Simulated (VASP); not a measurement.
# Au (I4/mmm) in VASP: a series of runs, part 2 of 2

VASP 6.6.1.

**4. Single point, PBEsol (uniaxial strain along a: -6.0 %)**

INCAR

```
SYSTEM = Au
PREC = Accurate
ENCUT = 520
EDIFF = 1E-6
ISMEAR = 0
SIGMA = 0.1
LREAL = .FALSE.
LASPH = .TRUE.
NELM = 60
ALGO = Fast
ISIF = 2
LWAVE = .FALSE.
LCHARG = .FALSE.
GGA = PS
NBANDS = 18
```

KPOINTS

```
regular mesh
0
G
  16 16 16
  0 0 0
```

POSCAR

```
Au
1.0
    3.0476179806      0.0000000000      0.0000000000
    0.0000000000      3.2907789897      0.0000000000
    0.0000000000      0.0000000000      3.2907789897
Au
2
Direct
    0.0000000000      0.0000000000      0.0000000000
    0.5000000000      0.5000000000      0.5000000000
```

On the command line:

```console
$ cat potpaw_PBE.64/Au/POTCAR > POTCAR
$ mpirun -np 1 vasp_std > vasp.out
```

Run time: 70 s. Hardware: 1 thread of Intel Xeon 6975P-C, shared host; peak memory 0.3 GiB.

It converged, with:

| Item | Value |
| --- | --- |
| Free energy | -7.7905 eV |
| Pressure | 6.2 GPa |
| Band gap on the k mesh | zero (band 11 reaches 13.21 eV, above the bottom of band 12 at 7.53 eV) |

Stress tensor (GPa, compression positive):
```
5.95 0.00 0.00
0.00 6.27 0.00
0.00 0.00 6.27
```

Levels at points of the mesh, in eV from the Fermi level:
```tsv
k point	band 7	band 8	band 9	band 10	band 11	band 12	band 13	band 14	band 15	band 16
(0.00, 0.00, 0.00)	-3.38	-2.69	-1.80	-1.80	-1.62	5.55	5.55	7.88	9.88	15.57
(0.50, 0.00, 0.00)	-4.58	-4.58	-3.66	-3.66	-1.27	-1.27	12.23	12.23	14.09	14.09
(0.00, 0.50, 0.00)	-4.06	-4.06	-3.43	-3.43	-2.29	-2.29	12.97	12.97	13.19	13.19
(0.50, 0.50, 0.00)	-2.43	-2.43	-1.33	-1.33	-0.65	-0.65	4.02	4.02	12.05	12.05
(0.00, 0.50, 0.50)	-2.94	-2.94	-1.41	-1.41	-1.13	-1.13	3.34	3.34	13.10	13.10
(0.50, 0.50, 0.50)	-2.86	-2.86	-2.56	-2.56	3.08	3.08	6.87	6.87	7.59	7.59
```

Caveat: the cell differs from its parent crystal (uniaxial strain along a: -6.0 %); the PAW data sets were made with another functional, which shifts forces and pressure a little; spin-orbit coupling is left out, which moves the levels of the heavy elements.

**5. Single point, PBEsol (uniaxial strain along a: +6.0 %, then relaxed in part)**

INCAR

```
PREC = Accurate ; ENCUT = 520
EDIFF = 1E-6 ; ISMEAR = 0
SIGMA = 0.1 ; LREAL = F
LASPH = T ; NELM = 100
ALGO = Fast ; ISIF = 2
LWAVE = F ; LCHARG = T
GGA = PS ; LELF = T
LVHAR = T ; NBANDS = 18
```

KPOINTS

```
regular mesh
0
Gamma
  16 16 16
```

POSCAR

```
Au
1.0
    3.4366755951      0.0000000000      0.0000000000
    0.0000000000      3.1476026980      0.0000000000
    0.0000000000      0.0000000000      3.1476026980
Au
2
Direct
    0.0000000000      0.0000000000      0.0000000000
    0.5000000000      0.5000000000      0.5000000000
```

Potentials or basis: VASP PAW PBE potentials, release 64 (Au).

On the command line:

```console
$ cat potpaw_PBE.64/Au/POTCAR > POTCAR
$ mpirun -np 1 vasp_std > vasp.out
```

OUTCAR:

```text
PREC = Accurate
   ENCUT = 520
   EDIFF = 1E-6
   ISMEAR = 0
   LREAL = F
   LASPH = T
   NELM = 100
   ISIF = 2
   GGA = PS

 ion  position               nearest neighbor table
   1  0.000  0.000  0.000-   2 2.81   2 2.81   2 2.81   2 2.81   2 2.81   2 2.81   2 2.81   2 2.81

   2  0.500  0.500  0.500-   1 2.81   1 2.81   1 2.81   1 2.81   1 2.81   1 2.81   1 2.81   1 2.81

  LATTYP: Found a simple tetragonal cell.
 ALAT       =     3.1476026980
 C/A-ratio  =     1.0918390676

[... 714 lines left out ...]

------------------------ aborting loop because EDIFF is reached ----------------------------------------

  FORCE on cell =-STRESS in cart. coord.  units (eV):
  Direction    XX          YY          ZZ          XY          YZ          ZX
  --------------------------------------------------------------------------------------
  -------------------------------------------------------------------------------------
  Total        0.1955193     -0.0447965     -0.0447965     -0.0000000      0.0000000     -0.0000000
  in kB        9.2002956     -2.1079299     -2.1079299     -0.0000000      0.0000000     -0.0000000
  external PRESSURE =       1.6614786 kB  Pullay stress =       0.0000000 kB

 VOLUME and BASIS-vectors are now :
 -----------------------------------------------------------------------------
  energy-cutoff  :      520.00
  volume of cell :       34.05
      direct lattice vectors                 reciprocal lattice vectors
     3.436675595  0.000000000  0.000000000     0.290978875  0.000000000  0.000000000
     0.000000000  3.147602698  0.000000000     0.000000000  0.317702104  0.000000000
     0.000000000  0.000000000  3.147602698     0.000000000  0.000000000  0.317702104

 POSITION                                       TOTAL-FORCE (eV/Angst)
 -----------------------------------------------------------------------------------
      0.00000      0.00000      0.00000         0.000000      0.000000      0.000000
      1.71834      1.57380      1.57380         0.000000     -0.000000     -0.000000
 -----------------------------------------------------------------------------------
    total drift:                                0.000000      0.000000      0.000000

  FREE ENERGIE OF THE ION-ELECTRON SYSTEM (eV)
  ---------------------------------------------------
  free  energy   TOTEN  =        -7.8113251407 eV

  energy  without entropy=       -7.8087737099  energy(sigma->0) =       -7.81004943
```

Wall time 1.8 min (1 thread of Intel Xeon 6975P-C, shared host); peak memory 0.31 GiB.

Results:

- Free energy: -7.8113 eV
- Pressure: 0.2 GPa
- Band gap on the k mesh: zero (band 11 reaches 12.67 eV, above the bottom of band 12 at 6.69 eV)

Stress tensor (GPa, compression positive):
```
 0.92  0.00  0.00
 0.00 -0.21  0.00
 0.00  0.00 -0.21
```

Caveat: the cell differs from its parent crystal (uniaxial strain along a: +6.0 %, then relaxed in part); the PAW data sets were made with another functional, which shifts forces and pressure a little; spin-orbit coupling is left out, which moves the levels of the heavy elements.

**6. The runs side by side**

```tsv
cell	further INCAR settings	gap on the mesh (eV)	pressure (GPa)
a = 3.048, b = 3.048, c = 3.359 Å, 2 atoms	ALGO = Fast; EDIFF = 1e-06; NBANDS = 18	none	19.7
a = 3.112, b = 3.112, c = 3.320 Å, 2 atoms	ALGO = Fast; EDIFF = 1e-07; NBANDS = 18	none	11.8
a = 3.048, b = 3.291, c = 3.291 Å, 2 atoms	ALGO = Fast; EDIFF = 1e-06; NBANDS = 18	none	6.2
a = 3.437, b = 3.148, c = 3.148 Å, 2 atoms	ALGO = Fast; EDIFF = 1e-06; NBANDS = 18	none	0.2
```

Alike in all rows: task single point; level PBEsol; potentials or basis VASP PAW PBE potentials, release 64 (Au); no spin polarisation; k mesh 16 × 16 × 16; cutoff (eV) 520; smearing gaussian 0.1 eV.

Caveats: the PAW data sets were made with another functional, which shifts forces and pressure a little; spin-orbit coupling is left out, which moves the levels of the heavy elements.

Total energies depend on the potentials used, so only differences within one code and one set of settings carry meaning.
